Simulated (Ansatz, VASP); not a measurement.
**One calculation of CdSe, two programs**

Contents of INCAR:

```
SYSTEM = CdSe
PREC = Accurate
ENCUT = 520
EDIFF = 1E-6
ISMEAR = -1
SIGMA = 0.01
LREAL = .FALSE.
LASPH = .TRUE.
NELM = 150
ALGO = Normal
ISIF = 2
LWAVE = .FALSE.
LCHARG = .FALSE.
MAGMOM = 0 0 0 0 0 0
LORBIT = 11
LSORBIT = .TRUE.
GGA_COMPAT = .FALSE.
LORBMOM = .TRUE.
GGA = PS
NBANDS = 30
```

File KPOINTS:

```
Automatic mesh
0
G
  6 6 6
  0 0 0
```

POSCAR

```
CdSe
1.0
    3.1021407019      3.1021407019      0.0000000000
   -3.1021407019      3.1021407019      0.0000000000
    0.0000000000      3.1021407019      2.9506831525
Cd Se
1 1
Direct
    0.0000000000      0.0000000000      0.0000000000
    0.7500000000      0.2500000000      0.5000000000
```

Input for Ansatz:

```yaml
crystal:
  lattice:
    - [3.10214070187, 3.10214070187, 0.0]
    - [-3.10214070187, 3.10214070187, 0.0]
    - [0.0, 3.10214070187, 2.95068315253]
  atoms:
    - { symbol: Cd, position: [0.0, 0.0, 0.0] }
    - { symbol: Se, position: [0.75, 0.25, 0.5] }
kpoints:
  mp_grid: { grid: [6, 6, 6] }
scf:
  occupations: { method: fermi_dirac, width: 0.01 }
  convergence: { dr2_threshold: 1.0e-10 }
hamiltonian:
  xc: pbesol
  pseudopotentials: { kind: all_electron, lapw: { basis_error: 0.0005 } }
magnetization:
  noncollinear: true
  spin_orbit: true
output:
  forces: true
  stress: true
  eigenstates:
    kpoints:
      - [0.0, 0.0, 0.0]
      - [-0.5, -0.5, -0.5]
      - [-0.5, 0.5, 0.0]
      - [0.0, 0.0, -0.5]
      - [0.0, -0.5, -0.5]
      - [0.0, 0.5, 0.0]
      - [-0.5, 0.0, 0.0]
      - [-0.5, 0.0, -0.5]
  eigenvalues: true
```

Change from the starting cell: film at in-plane strain +0.02.

Alike in both runs: task single point; functional PBEsol; k mesh 6 × 6 × 6; occupations fermi-dirac, width 0.01 eV; non-collinear spin, spin-orbit coupling.

|  | VASP | Ansatz |
| --- | --- | --- |
| version | VASP 6.6.1 | Ansatz 0.2.0 |
| potentials or method | VASP PAW PBE potentials, release 64 (Cd, Se), cutoff 520 eV | all-electron LAPW |

```tsv
	VASP	Ansatz	Ansatz less VASP
pressure (GPa)	-0.2	-0.6	-0.33
traceless stress, the component that is largest in VASP (GPa)	0.54	0.55	+0.012
net moment per atom (μB)	0.00	0.00	0.000
```

VASP's potentials were made for PBE, not for PBEsol. Ansatz ran all-electron here, and VASP with PAW potentials.
